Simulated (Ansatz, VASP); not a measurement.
## SnO2 in VASP and in Ansatz

Contents of INCAR:

```
SYSTEM = SnO2
PREC = Accurate
ENCUT = 520
EDIFF = 1E-6
ISMEAR = 0
SIGMA = 0.05
LREAL = .FALSE.
LASPH = .TRUE.
NELM = 100
ALGO = Normal
ISIF = 2
LWAVE = .FALSE.
LCHARG = .FALSE.
GGA = PE
NBANDS = 20
```

The input KPOINTS:

```
Automatic mesh
0
G
  12 12 12
  0 0 0
```

POSCAR

```
SnO2
1.0
    1.6587648191      0.9576883149      5.0460169415
   -1.6587648191      0.9576883149      5.0460169415
    0.0000000000     -1.9153766297      5.0460169415
Sn O
1 2
Direct
    0.5000000000      0.5000000000      0.5000000000
    0.2291218238      0.2291218238      0.2291218238
    0.7708781762      0.7708781762      0.7708781762
```

Input for Ansatz:

```yaml
crystal:
  lattice:
    - [1.6587648191, 0.9576883149, 5.0460169415]
    - [-1.6587648191, 0.9576883149, 5.0460169415]
    - [0.0, -1.9153766297, 5.0460169415]
  atoms:
    - { symbol: Sn, position: [0.5, 0.5, 0.5] }
    - { symbol: O, position: [0.2291218238, 0.2291218238, 0.2291218238] }
    - { symbol: O, position: [0.7708781762, 0.7708781762, 0.7708781762] }
basis:
  ecutwfc: 520.0
kpoints:
  mp_grid: { grid: [12, 12, 12] }
hamiltonian:
  xc: pbe
  pseudopotentials: { kind: paw, azcp: { folder: soft_1 } }
scf:
  occupations: { method: gaussian, width: 0.05 }
output:
  forces: true
  stress: true
  eigenvalues: true
  write_density: true
  write_potential: true
  elf: true
  volumetric_format: npy
```

Alike in both runs: task single point; functional PBE; k mesh 12 × 12 × 12; occupations gaussian, width 0.05 eV; no spin polarisation.

```csv
,VASP,Ansatz
version,VASP 6.6.1,Ansatz 0.2.0
potentials or method,"VASP PAW PBE potentials, release 64 (Sn_d, O), cutoff 520 eV","scalar-relativistic, plane waves, PAW"
valence electrons in the cell,26,26
```

|  | VASP | Ansatz | Ansatz less VASP |
| --- | --- | --- | --- |
| gap on the k mesh at the Fermi level (eV) | 1.66 | 1.68 | +0.019 |
| least direct gap on the mesh (eV) | 1.98 | 1.99 | +0.012 |
| pressure (GPa) | -3.1 | -3.6 | -0.50 |
| traceless stress, the component that is largest in VASP (GPa) | 4.74 | 5.11 | +0.362 |
| rms of the force components (eV/Å) | 0.169 | 0.146 | -0.0222 |

Atom by atom the forces differ by 0.022 eV/Å (rms over components).
